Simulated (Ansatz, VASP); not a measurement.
One calculation of GaAs, two programs

```
CELL_PARAMETERS angstrom
0.00000 2.65210 2.65210
2.65210 0.00000 2.65210
2.65210 2.65210 0.00000
ATOMIC_POSITIONS crystal
Ga 0.00000 0.00000 0.00000
As 0.50000 0.50000 0.50000
```

Alike in both runs: task single point; functional PBEsol; k mesh 13 × 13 × 13; occupations fermi-dirac, width 0.08 eV; no spin polarisation.

|  | VASP | Ansatz |
| --- | --- | --- |
| version | VASP 6.6.1 | Ansatz 0.2.0 |
| potentials or method | VASP PAW PBE potentials, release 64 (Ga_d, As), cutoff 520 eV | all-electron LAPW, scalar-relativistic |

|  | VASP | Ansatz | Ansatz less VASP |
| --- | --- | --- | --- |
| pressure (GPa) | 0.2 | 0.0 | -0.16 |

VASP's potentials were made for PBE, not for PBEsol. Ansatz ran all-electron here, and VASP with PAW potentials.
